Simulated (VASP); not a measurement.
A run of VASP 6.6.1 is set up as follows.

Contents of INCAR:

```
SYSTEM = Bi
PREC     = Accurate       ! precision mode
ENCUT    = 500            ! plane-wave cutoff, eV
EDIFF    = 1E-7           ! SCF threshold, eV
ISMEAR   = -1             ! smearing method
SIGMA    = 0.1            ! smearing width, eV
LREAL    = .FALSE.        ! projectors in reciprocal space
LASPH    = .TRUE.         ! aspherical terms in the spheres
NELM     = 120            ! most SCF steps
ALGO     = Normal         ! electronic algorithm
ISIF     = 3              ! what is computed and relaxed
LWAVE    = .FALSE.        ! write WAVECAR
LCHARG   = .FALSE.        ! write CHGCAR
IBRION   = 2              ! ionic algorithm
NSW      = 32             ! ionic steps
EDIFFG   = -0.005         ! ionic threshold
PSTRESS  = 62.0         
GGA_COMPAT= .FALSE.      
NELMIN   = 4
```

Contents of KPOINTS:

```
Automatic mesh
0
G
  14 14 14
  0 0 0
```

POSCAR

```
Bi
1.0
   -1.8902447292      1.8902447292      1.8902447292
    1.8902447292     -1.8902447292      1.8902447292
    1.8902447292      1.8902447292     -1.8902447292
Bi
1
Direct
    0.0000000000      0.0000000000      0.0000000000
```

Potentials or basis: VASP PAW LDA potentials, release 64 (Bi_d).

The run is started by

```sh
$ cat potpaw_LDA.64/Bi_d/POTCAR > POTCAR
$ mpirun -np 1 vasp_std > vasp.out
```

Problem. Predict the relaxed cell.

Solution. a = 3.276 Å, b = 3.276 Å, c = 3.276 Å, α = 109.47°, β = 109.47°, γ = 109.47°.

Problem. Predict the space group after relaxing (to 0.1 Å).

Solution. Im-3m (No. 229).

Problem. Predict the relaxed volume.

Solution. 27.06 Å³/atom.

Final structure:
```
CELL_PARAMETERS angstrom
-1.89130 1.89130 1.89130
1.89130 -1.89130 1.89130
1.89130 1.89130 -1.89130
ATOMIC_POSITIONS crystal
Bi 0.00000 0.00000 0.00000
```

Caveat: the cell is relaxed towards a set pressure, so the run minimises the enthalpy, not the energy.
